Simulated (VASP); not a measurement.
Wanted: the native input for a VASP 6.6.1 run.

- Task: single point
- Functional: PBE
- Potentials or basis: VASP PAW PBE potentials, release 64 (Ga_d, As)
- Cutoff: 520 eV
- k mesh: 10 × 10 × 10
- Occupations: gaussian, width 0.01 eV
- Spin: no spin polarisation
- Dipole correction: no
- Further INCAR settings: ALGO = Normal; EDIFF = 1e-06; NBANDS = 16

The structure of GaAs lies in POSCAR:

```
GaAs
1.0
    0.0000000000      2.8724896906      2.8724896906
    2.8724896906      0.0000000000      2.8724896906
    2.8724896906      2.8724896906      0.0000000000
Ga As
1 1
Direct
    0.7500000000      0.7500000000      0.7500000000
    0.5000000000      0.5000000000      0.5000000000
```

These files were run (other wordings do the same):

INCAR

```
SYSTEM = GaAs
PREC     = Accurate       ! precision mode
ENCUT    = 520            ! plane-wave cutoff, eV
EDIFF    = 1E-6           ! SCF threshold, eV
ISMEAR   = 0              ! smearing method
SIGMA    = 0.01           ! smearing width, eV
LREAL    = .FALSE.        ! projectors in reciprocal space
LASPH    = .TRUE.         ! aspherical terms in the spheres
NELM     = 80             ! most SCF steps
ALGO     = Normal         ! electronic algorithm
ISIF     = 2              ! what is computed and relaxed
LWAVE    = .FALSE.        ! write WAVECAR
LCHARG   = .FALSE.        ! write CHGCAR
GGA      = PE             ! functional
NBANDS   = 16             ! bands
```

KPOINTS

```
regular mesh
0
G
  10 10 10
  0 0 0
```

Potentials or basis: VASP PAW PBE potentials, release 64 (Ga_d, As).

The run is started by

```bash
$ cat potpaw_PBE.64/Ga_d/POTCAR potpaw_PBE.64/As/POTCAR > POTCAR
$ mpirun -np 1 vasp_std > vasp.out
```

It gave:

The pressure is 0.2 GPa and the band gap on the k mesh is 0.16 eV, direct.

Wall time 18 s on 1 thread of Intel(R) Xeon(R) 6975P-C (Granite Rapids) (shared host), peak memory 0.18 GiB.
